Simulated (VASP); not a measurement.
A run of VASP 6.6.1 is set up as follows.

The input INCAR:

```
SYSTEM = CdTe
PREC = Accurate
ENCUT = 500
EDIFF = 1E-8
ISMEAR = 0
SIGMA = 0.01
LREAL = .False.
LASPH = .True.
NELM = 120
ALGO = Normal
ISIF = 2
LWAVE = .False.
LCHARG = .False.
GGA = PE
IBRION = 8
NSW = 1
LEPSILON = .True.
GGA_COMPAT = .False.
```

Contents of KPOINTS:

```
regular mesh
0
Gamma
  8 8 8
  0 0 0
```

File POSCAR:

```
CdTe
1.0
    0.0000000000      3.3096311549      3.3096311549
    3.3096311549      0.0000000000      3.3096311549
    3.3096311549      3.3096311549      0.0000000000
Cd Te
1 1
Direct
    0.0000000000      0.0000000000      0.0000000000
    0.7500000000      0.7500000000      0.7500000000
```

Potentials or basis: VASP PAW PBE potentials, release 64 (Cd, Te).

The run is started by

```sh
$ cat potpaw_PBE.64/Cd/POTCAR potpaw_PBE.64/Te/POTCAR > POTCAR
$ mpirun -np 1 vasp_std > vasp.out
```

Question: Estimate the electronic dielectric tensor (diagonal).

Answer: 12.71.

Question: What does it give for the Born charges (mean of the diagonal)?

Answer: Cd +2.40; Te -2.40 e.

Question: What does it give for the highest phonon frequency at Γ, LO-TO splitting left out?

Answer: 131 cm⁻¹.

Electronic dielectric tensor:
```
12.71  0.00  0.00
 0.00 12.71  0.00
 0.00  0.00 12.71
```
